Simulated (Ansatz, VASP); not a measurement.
One calculation of Ca3Cl2, two programs

```
Ca Cl
1.0
     4.02196    0.00000    0.00000
    -2.01098    3.48312    0.00000
     0.00000    0.00000   13.16298
Ca Cl
3 2
Direct
  0.00000 0.00000 0.00000
  0.33333 0.66667 0.75414
  0.66667 0.33333 0.24586
  0.33333 0.66667 0.35793
  0.66667 0.33333 0.64207
```

Alike in both runs: task relaxation of cell and atoms; functional PBE; k mesh 12 × 12 × 4; occupations gaussian, width 0.1 eV; no spin polarisation.

|  | VASP | Ansatz |
| --- | --- | --- |
| version | VASP 6.6.1 | Ansatz 0.2.0 |
| potentials or method | VASP PAW PBE potentials, release 64 (Ca_sv, Cl), cutoff 600 eV | scalar-relativistic, plane waves, PAW |
| valence electrons in the cell | 44 | 44 |

VASP gave:

```
gap on the k mesh at the Fermi level, each at its own relaxed structure (eV) : none
relaxed volume (Å³/atom)                                                     : 36.97
relaxed length of the cell vector where the two differ most in proportion (Å)              : 13.175
```

What did Ansatz give for the same quantities?

gap on the k mesh at the Fermi level, each at its own relaxed structure (eV): none; relaxed volume (Å³/atom): 36.88; relaxed length of the cell vector where the two differ most in proportion (Å): 13.163.

A gap of «none» marks a metal or a gap that the smearing closes.
